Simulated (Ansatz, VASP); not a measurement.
# SnO in VASP and in Ansatz

File INCAR:

```
PREC = Accurate
ENCUT = 520
EDIFF = 1E-6
ISMEAR = 0
SIGMA = 0.15
LREAL = False
LASPH = True
NELM = 100
ALGO = Normal
ISIF = 2
LWAVE = False
LCHARG = False
GGA = PS
IVDW = 12
NBANDS = 28
```

KPOINTS

```
Automatic mesh
0
Gamma
  12 12 10
```

Contents of POSCAR:

```
SnO
1.0
    3.7069500000      0.0000000000      0.0000000000
    0.0000000000      3.7069500000      0.0000000000
    0.0000000000      0.0000000000      4.7151000000
Sn O
2 2
Direct
    0.0000000000      0.5000000000      0.2385000000
    0.5000000000      0.0000000000      0.7615000000
    0.0000000000      0.0000000000      0.0000000000
    0.5000000000      0.5000000000      0.0000000000
```

Input for Ansatz:

```yaml
crystal:
  lattice:
    - [3.70695, 0.0, 0.0]
    - [0.0, 3.70695, 0.0]
    - [0.0, 0.0, 4.7151]
  atoms:
    - { symbol: Sn, position: [0.0, 0.5, 0.2385] }
    - { symbol: Sn, position: [0.5, 0.0, 0.7615] }
    - { symbol: O, position: [0.0, 0.0, 0.0] }
    - { symbol: O, position: [0.5, 0.5, 0.0] }
basis:
  ecutwfc: 420
kpoints:
  mp_grid: { grid: [12, 12, 10] }
hamiltonian:
  xc: pbesol
  dispersion: d3bj
scf:
  occupations: { method: gaussian, width: 0.15 }
output:
  forces: true
  stress: true
  eigenvalues: true
```

Change from the starting cell: strain -0.025 along x and y, -0.025 along z, atoms carried along.

Alike in both runs: task single point; functional PBEsol; dispersion D3(BJ); k mesh 12 × 12 × 10; occupations gaussian, width 0.15 eV; no spin polarisation.

|  | VASP | Ansatz |
| --- | --- | --- |
| version | VASP 6.6.1 | Ansatz 0.2.0 |
| potentials or method | VASP PAW PBE potentials, release 64 (Sn_d, O), cutoff 520 eV | scalar-relativistic, plane waves, PAW |
| valence electrons in the cell | 40 | 40 |

```tsv
	VASP	Ansatz	Ansatz less VASP
gap on the k mesh at the Fermi level (eV)	none	none	-
pressure (GPa)	6.5	6.1	-0.36
traceless stress, the component that is largest in VASP (GPa)	-1.70	-1.70	+0.001
rms of the force components (eV/Å)	0.551	0.508	-0.0427
```

VASP's potentials were made for PBE, not for PBEsol. Atom by atom the forces differ by 0.043 eV/Å (rms over components). A gap of «none» marks a metal or a gap that the smearing closes.
